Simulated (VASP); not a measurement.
Runs of VASP 6.6.1 on Cd2P. The structure is that of space group Fm-3m (No. 225), or close to it. The cells are those of the table. 

| task | cell | k mesh | cutoff (eV) | gap on the mesh (eV) | pressure (GPa) | relaxed volume (Å³/atom) |
| --- | --- | --- | --- | --- | --- | --- |
| single point | a = 4.626 Å, angles 60.0°, 3 atoms | 4 × 4 × 4 | 520 | none | 0.4 | - |
| relaxation of cell and atoms | relaxed from a = 4.626 Å, angles 60.0°, 3 atoms | 12 × 12 × 12 | 600 | none | 0.0 | 23.67 |
| relaxation of cell and atoms | relaxed from a = 4.826 Å, angles 60.0°, 3 atoms | 4 × 4 × 4 | 600 | none | 0.0 | (a) |
| single point | a = 4.640 Å, angles 60.0°, 3 atoms | 12 × 12 × 12 | 520 | none | 0.3 | - |

Alike in all rows: level PBE; potentials or basis VASP PAW PBE potentials, release 64 (Cd, P); no spin polarisation; smearing gaussian 0.1 eV.

Fill in the values left out.

(a) 23.51.

Caveats: some runs use coarse meshes.

A k mesh can miss the band edges, and the runs leave out spin-orbit coupling on Cd.

A gap of «none» marks levels without a gap at the run's occupations.
